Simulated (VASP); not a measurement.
Ag:

```
Ag
1.0
     2.93000    0.00000    0.00000
    -1.46500    2.53745    0.00000
     0.00000    0.00000    4.79000
Ag
2
Cartesian
  0.0000 1.6916 1.1975
  1.4650 0.8458 3.5925
```

| Item | Value |
| --- | --- |
| Program | VASP 6.6.1 |
| Task | relaxation of volume and atoms at fixed shape |
| Functional | LDA |
| Potentials or basis | VASP PAW LDA potentials, release 64 (Ag) |
| Cutoff | 600 eV |
| k mesh | 16 × 16 × 9 |
| Occupations | gaussian, width 0.05 eV |
| Spin | no spin polarisation |

At the start: pressure -10.6 GPa; volume 17.81 Å³/atom.

Task: How do energy, volume and symmetry change on relaxing?

Result: Over 3 steps the energy falls by 64.6 meV/atom and the volume is 16.08 Å³/atom (-9.7 %); space group P6_3/mmc (No. 194, to 0.05 Å).

The path:
```tsv
step	energy change (eV)	largest force (eV/Å)	pressure (GPa)	volume (Å³)
1	0.0000	0.0000	-10.58	35.61
2	-0.0517	0.0000	12.05	29.89
3	-0.1291	0.0000	-0.12	32.15
```

Final structure:
```cif
data_structure
_symmetry_space_group_name_H-M 'P 1'
_symmetry_Int_Tables_number 1
_cell_length_a 2.8318
_cell_length_b 2.8318
_cell_length_c 4.6295
_cell_angle_alpha 90.000
_cell_angle_beta 90.000
_cell_angle_gamma 120.000
_cell_volume 32.15
loop_
_atom_site_label
_atom_site_type_symbol
_atom_site_fract_x
_atom_site_fract_y
_atom_site_fract_z
_atom_site_occupancy
Ag1 Ag 0.33333 0.66667 0.25000 1
Ag2 Ag 0.66667 0.33333 0.75000 1
```
